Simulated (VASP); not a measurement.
Wanted: the native input for a VASP 6.6.1 run.

```
Task                   : relaxation of cell and atoms
Functional             : LDA
Potentials or basis    : VASP PAW LDA potentials, release 64 (K_sv, Zr_sv, O)
Cutoff                 : 600 eV
k mesh                 : 3 × 3 × 3, shifted
Occupations            : methfessel-paxton, width 0.02 eV
Spin                   : no spin polarisation
Target pressure        : 1 GPa
Dipole correction      : no
Further INCAR settings : ALGO = Normal; EDIFF = 1e-07; IBRION = 2; EDIFFG = -0.001; NSW = 80; ISIF = 3
```

The structure of KZrO3 lies in POSCAR:

```
KZrO3
1.0
    4.2382850000      0.0000000000      0.0000000000
    0.0000000000      4.2382850000      0.0000000000
    0.0000000000      0.0000000000      4.2382850000
K Zr O
1 1 3
Direct
    0.0000000000      0.0000000000      0.0000000000
    0.5000000000      0.5000000000      0.5000000000
    0.5000000000      0.5000000000      0.0000000000
    0.5000000000      0.0000000000      0.5000000000
    0.0000000000      0.5000000000      0.5000000000
```

These files were run (other wordings do the same):

INCAR

```
ALGO = Normal
EDIFF = 1E-7
EDIFFG = -0.001
ENCUT = 600
GGA = CA
GGA_COMPAT = False
IBRION = 2
ISIF = 3
ISMEAR = 1
LASPH = True
LCHARG = False
LREAL = False
LWAVE = False
NELM = 120
NELMIN = 4
NSW = 80
PREC = Accurate
PSTRESS = 10.0
SIGMA = 0.02
```

KPOINTS

```
Automatic mesh
0
Gamma
  3 3 3
  0.5 0.5 0.5
```

Potentials or basis: VASP PAW LDA potentials, release 64 (K_sv, Zr_sv, O).

Run with:

```sh
$ cat potpaw_LDA.64/K_sv/POTCAR potpaw_LDA.64/Zr_sv/POTCAR potpaw_LDA.64/O/POTCAR > POTCAR
$ mpirun -np 1 vasp_std > vasp.out
```

Results of the run:

```yaml
Relaxed_volume: 14.05 Å³/atom
Relaxed_cell: a = 4.126 Å, b = 4.126 Å, c = 4.126 Å, α = 90.00°, β = 90.00°, γ = 90.00°
Space_group_after_relaxing_to_0.1_Å: Pm-3m (No. 221)
Energy_change_on_relaxing_the_run_minimises_the_enthalpy: -34.0 meV/atom
Ionic_steps: 6
Pressure_after_relaxing: 1.0 GPa
Band_gap_on_the_k_mesh: zero (an odd number of electrons rules out a gap without spin polarisation)
```

Caveat: the k points lie up to 0.51 Å⁻¹ apart in the final cell, too coarse for converged energies and pressures of a metal; the cell is relaxed towards a set pressure, so the run minimises the enthalpy, not the energy; an odd number of electrons without spin polarisation forces a metal; a magnetic or distorted state may lie lower.

Wall time 58 s on 1 thread of Intel(R) Xeon(R) Platinum 8259CL CPU @ 2.50GHz (Skylake/Cascade Lake), on a shared host, peak memory 0.18 GiB.
